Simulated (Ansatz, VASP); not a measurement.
## One calculation of WSe2, two programs

```
W Se
1.0
     3.31794    0.00000    0.00000
    -1.65897    2.87342    0.00000
     0.00000    0.00000   16.65814
W Se
1 2
Direct
  0.00000 0.00000 0.00000
  0.37115 0.69435 0.09979
  0.29552 0.63898 0.90021
```

Change from the starting cell: mode 4 (168.4 1/cm) frozen in, largest displacement +0.113 Å.

Alike in both runs: task single point; functional LDA; k mesh 12 × 12 × 2; occupations gaussian, width 0.05 eV; no spin polarisation.

|  | VASP | Ansatz |
| --- | --- | --- |
| version | VASP 6.6.1 | Ansatz 0.2.0 |
| potentials or method | VASP PAW LDA potentials, release 64 (W_sv, Se), cutoff 520 eV | scalar-relativistic, plane waves, PAW |
| valence electrons in the cell | 26 | 46 |

```csv
,VASP,Ansatz,Ansatz less VASP
gap on the k mesh at the Fermi level (eV),1.50,1.49,-0.004
least direct gap on the mesh (eV),1.50,1.49,-0.004
rms of the force components (eV/Å),0.455,0.461,+0.0066
```

LDA's correlation is that of Perdew and Zunger in VASP and of Perdew and Wang (1992) in Ansatz. Atom by atom the forces differ by 0.044 eV/Å (rms over components). VASP's potentials hold 26 valence electrons a cell and Ansatz's 46, so a difference there can come from the potentials and not from the codes.

Spin-orbit coupling is off throughout.
